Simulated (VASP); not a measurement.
## Si16HC16 (a cell with a defect) (H_i (antibonding at C)): single point with LDA

The system is Si16HC16 (a cell with a defect) (H_i (antibonding at C)).

```
Si C H
1.0
    -4.37972    4.37972   -4.37972
     4.37972    4.37972    4.37972
     4.37972   -4.37972   -4.37972
Si C H
16 16 1
Direct
  0.99946 0.00090 0.74982
  0.00102 0.24973 0.50032
  0.00103 0.50093 0.25065
  0.00100 0.75055 0.00240
  0.24893 0.99837 0.49793
  0.24670 0.25048 0.24870
  0.24837 0.49881 0.99874
  0.25159 0.75020 0.75111
  0.49699 0.98740 0.25176
  0.49305 0.24926 0.98116
  0.50034 0.50136 0.74973
  0.50022 0.74952 0.50175
  0.75022 0.99895 0.99982
  0.75105 0.24975 0.74966
  0.75986 0.51318 0.51574
  0.75113 0.74933 0.25065
  0.00286 0.00097 0.00096
  0.00033 0.24981 0.74945
  0.00041 0.50069 0.50138
  0.00032 0.74944 0.25042
  0.24706 0.99789 0.74715
  0.25267 0.24997 0.49834
  0.25155 0.49922 0.24993
  0.24879 0.74854 0.99975
  0.49958 0.99858 0.50207
  0.50997 0.24921 0.25360
  0.49890 0.50126 0.99927
  0.50082 0.75032 0.75088
  0.74979 0.99880 0.25045
  0.74870 0.24975 0.99941
  0.75093 0.50132 0.75396
  0.74988 0.75098 0.50103
  0.65059 0.25703 0.23296
```

```json
{"Program": "VASP 6.6.1", "Task": "single point", "Functional": "LDA", "Potentials or basis": "VASP PAW LDA potentials, release 64 (Si, C, H)", "Cutoff": "520 eV", "k mesh": "1 × 1 × 1, shifted", "Occupations": "fermi-dirac, width 0.01 eV", "Spin": "no spin polarisation"}
```

```json
{
  "Largest force": "0.233 eV/Å"
}
```

Forces in eV/Å, atoms in the order of the input:
```
Si  -0.001 -0.002 -0.001
Si   0.001  0.001 -0.007
Si   0.001  0.015  0.000
Si  -0.002 -0.002  0.005
Si   0.005  0.002 -0.004
Si   0.001 -0.009 -0.017
Si   0.003  0.003 -0.002
Si  -0.007  0.002  0.003
Si  -0.006 -0.007 -0.007
Si  -0.016  0.006  0.024
Si   0.000 -0.004 -0.002
Si  -0.002  0.006  0.010
Si  -0.014 -0.006  0.001
Si  -0.001  0.005  0.001
Si   0.013  0.002 -0.008
Si  -0.002  0.005  0.000
C    0.004 -0.007  0.014
C   -0.004  0.001 -0.004
C    0.010 -0.014  0.006
C   -0.004 -0.001 -0.005
C    0.013  0.025 -0.010
C    0.016 -0.016  0.005
C    0.002 -0.002  0.001
C    0.004 -0.014 -0.011
C   -0.015  0.010  0.015
C    0.116 -0.117  0.105
C   -0.017 -0.006  0.001
C    0.003 -0.001 -0.011
C    0.010 -0.006  0.008
C    0.027 -0.026  0.006
C   -0.017  0.016  0.015
C    0.015 -0.007 -0.012
H   -0.135  0.146 -0.121
```

Levels at points of the mesh, in eV from the Fermi level:
```csv
k point,band 60,band 61,band 62,band 63,band 64,band 65,band 66,band 67,band 68,band 69
"(0.25, 0.25, 0.25)",-0.29,-0.28,-0.27,-0.26,-0.26,3.16,3.68,3.81,3.85,3.89
```

Run time: 36 s on 1 thread of Intel(R) Xeon(R) Platinum 8488C (Sapphire Rapids), with other jobs on the host, peak memory 0.34 GiB.

Caveat: the k points lie up to 1.01 Å⁻¹ apart; the cell carries a net charge on a neutralising background, which shifts energy and pressure; the cell is charged against a uniform background, so pressure and absolute levels hang on convention.
